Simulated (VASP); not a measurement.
Write the native input for VASP 6.6.1 that does the following.

```
Task                   : single point
Functional             : PBE
Potentials or basis    : VASP PAW PBE potentials, release 64 (Ga_d, Pt, C, N)
Cutoff                 : 520 eV
k mesh                 : 4 × 4 × 4
Occupations            : gaussian, width 0.1 eV
Spin                   : no spin polarisation
Dipole correction      : no
Further INCAR settings : ALGO = Normal; EDIFF = 1e-06; NBANDS = 40
```

The structure of GaPtC4N4 lies in POSCAR:

```
GaPtC4N4
1.0
    7.2896257153      0.0000000000      0.0000000000
    0.0000000000      7.2896257153      0.0000000000
    0.0000000000      0.0000000000      3.5806022353
Ga Pt C N
1 1 4 4
Direct
    0.0000000000      0.0000000000      0.0000000000
    0.5000000000      0.5000000000      0.0000000000
    0.1974671827      0.8025328173      0.0000000000
    0.8025328173      0.1974671827      0.0000000000
    0.1974671827      0.1974671827      0.0000000000
    0.8025328173      0.8025328173      0.0000000000
    0.3106271946      0.6893728054      0.0000000000
    0.6893728054      0.3106271946      0.0000000000
    0.3106271946      0.3106271946      0.0000000000
    0.6893728054      0.6893728054      0.0000000000
```

One way to write it, as run:

INCAR

```
PREC     = Accurate       # precision mode
ENCUT    = 520            # plane-wave cutoff, eV
EDIFF    = 1E-6           # SCF threshold, eV
ISMEAR   = 0              # smearing method
SIGMA    = 0.1            # smearing width, eV
LREAL    = False          # projectors in reciprocal space
LASPH    = True           # aspherical terms in the spheres
NELM     = 100            # most SCF steps
ALGO     = Normal         # electronic algorithm
ISIF     = 2              # what is computed and relaxed
LWAVE    = False          # write WAVECAR
LCHARG   = False          # write CHGCAR
GGA      = PE             # functional
NBANDS   = 40             # bands
```

KPOINTS

```
regular mesh
0
Gamma
  4 4 4
```

Potentials or basis: VASP PAW PBE potentials, release 64 (Ga_d, Pt, C, N).

The run is started by

```bash
$ cat potpaw_PBE.64/Ga_d/POTCAR potpaw_PBE.64/Pt/POTCAR potpaw_PBE.64/C/POTCAR potpaw_PBE.64/N/POTCAR > POTCAR
$ mpirun -np 1 vasp_std > vasp.out
```

Results of the run:

```
Pressure      : 0.3 GPa
Largest force : 0.397 eV/Å
```

Caveat: the k points lie up to 0.44 Å⁻¹ apart; spin-orbit coupling is left out, which moves the levels of the heavy elements.

Wall time 100 s on 1 thread of Intel(R) Xeon(R) 6975P-C (Granite Rapids), on a shared host, peak memory 0.34 GiB.
